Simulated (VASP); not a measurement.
Write the native input for VASP 6.6.1 that does the following.

```yaml
Task: single point
Functional: LDA
Potentials_or_basis: VASP PAW LDA potentials, release 64 (Te, Nb_sv)
Cutoff: 520 eV
k_mesh: 8 × 8 × 7
Occupations: fermi-dirac, width 0.05 eV
Spin: no spin polarisation
Hubbard_terms: Nb d U = 2.0 eV
Dipole_correction: no
Further_INCAR_settings: ALGO = Normal; EDIFF = 1e-07; NBANDS = 16
```

The structure of NbTe lies in POSCAR:

```
NbTe
1.0
    3.7029743866      0.0000000000      0.0000000000
   -1.8514871933      3.2068698884      0.0000000000
    0.0000000000      0.0000000000      3.6942110000
Te Nb
1 1
Direct
    0.6666666667      0.3333333333      0.0000000000
    0.0000000000      0.0000000000      0.5000000000
```

One way to write it, as run:

INCAR

```
SYSTEM = NbTe
  PREC = Accurate
  ENCUT = 520
  EDIFF = 1E-7
  ISMEAR = -1
  SIGMA = 0.05
  LREAL = .False.
  LASPH = .True.
  NELM = 150
  ALGO = Normal
  ISIF = 2
  LWAVE = .False.
  LCHARG = .False.
  LMAXMIX = 4
  LDAU = .True.
  LDAUTYPE = 2
  LDAUL = -1 2
  LDAUU = 0 2
  LDAUJ = 0 0
  LDAUPRINT = 1
  GGA = CA
  NBANDS = 16
```

KPOINTS

```
Automatic mesh
0
Gamma
  8 8 7
  0 0 0
```

Potentials or basis: VASP PAW LDA potentials, release 64 (Te, Nb_sv).

Command:

```bash
$ cat potpaw_LDA.64/Te/POTCAR potpaw_LDA.64/Nb_sv/POTCAR > POTCAR
$ mpirun -np 1 vasp_std > vasp.out
```

Results of the run:

```json
{
 "Pressure": "-5.9 GPa"
}
```

Caveat: U without spin polarisation on a metal has little footing; the U is typed as a test and isn't derived for this compound.

Wall time 26 s on 1 thread of Intel(R) Xeon(R) Platinum 8488C (Sapphire Rapids), on a shared host, peak memory 0.15 GiB.
